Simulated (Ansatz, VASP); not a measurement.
## One calculation of Al3Cu2, two programs

INCAR

```
SYSTEM = Al3Cu2
PREC = Accurate ; ENCUT = 520
EDIFF = 1E-7 ; ISMEAR = 0
SIGMA = 0.15 ; LREAL = .FALSE.
LASPH = .TRUE. ; NELM = 100
ALGO = Fast ; ISIF = 2
LWAVE = .FALSE. ; LCHARG = .TRUE.
GGA = CA ; LELF = .TRUE.
LVHAR = .TRUE. ; NBANDS = 24
```

File KPOINTS:

```
regular mesh
0
G
  12 12 8
  0 0 0
```

File POSCAR:

```
Al3Cu2
1.0
    4.0349447929     -0.0002572732     -0.0030511259
   -2.0176952016      3.4833927811      0.0255906420
   -0.0037102578      0.0337909671      4.8824695135
Al Cu
3 2
Direct
   -0.0635345737      0.0041780279     -0.0086505655
    0.1204054735      0.5912936052      0.5216376531
    0.6623039578      0.3122405198      0.5489259554
    0.4048462827      0.6412106728      0.8101216121
    0.8759788596      0.4510771742      0.1279653449
```

Input for Ansatz:

```yaml
crystal:
  lattice:
    - [4.0349447929, -0.0002572732, -0.0030511259]
    - [-2.0176952016, 3.4833927811, 0.025590642]
    - [-0.0037102578, 0.0337909671, 4.8824695135]
  atoms:
    - { symbol: Al, position: [-0.0635345737, 0.0041780279, -0.0086505655] }
    - { symbol: Al, position: [0.1204054735, 0.5912936052, 0.5216376531] }
    - { symbol: Al, position: [0.6623039578, 0.3122405198, 0.5489259554] }
    - { symbol: Cu, position: [0.4048462827, 0.6412106728, 0.8101216121] }
    - { symbol: Cu, position: [0.8759788596, 0.4510771742, 0.1279653449] }
basis:
  ecutwfc: 420
kpoints:
  mp_grid: { grid: [12, 12, 8] }
hamiltonian:
  xc: lda
scf:
  occupations: { method: gaussian, width: 0.15 }
output:
  forces: true
  stress: true
  eigenvalues: true
```

Change from the starting cell: all atoms moved at random, sigma 0.4 Å a component, cell strained at random, sigma 0.01.

Alike in both runs: task single point; functional LDA; k mesh 12 × 12 × 8; occupations gaussian, width 0.15 eV; no spin polarisation.

|  | VASP | Ansatz |
| --- | --- | --- |
| version | VASP 6.6.1 | Ansatz 0.2.0 |
| potentials or method | VASP PAW LDA potentials, release 64 (Al, Cu), cutoff 520 eV | scalar-relativistic, plane waves, PAW |
| valence electrons in the cell | 31 | 47 |

```tsv
	VASP	Ansatz	Ansatz less VASP
gap on the k mesh at the Fermi level (eV)	none	none	-
pressure (GPa)	62.7	62.2	-0.52
traceless stress, the component that is largest in VASP (GPa)	47.31	47.40	+0.088
rms of the force components (eV/Å)	9.028	9.036	+0.0084
```

LDA's correlation is that of Perdew and Zunger in VASP and of Perdew and Wang (1992) in Ansatz. Atom by atom the forces differ by 0.066 eV/Å (rms over components). A gap of «none» marks a metal or a gap that the smearing closes. Both programs put the cell under a high pressure, so it lies far from rest at this level. VASP's potentials hold 31 valence electrons a cell and Ansatz's 47, so a difference there can come from the potentials and not from the codes.

Noted on VASP's run: the cell as given lies far from equilibrium.
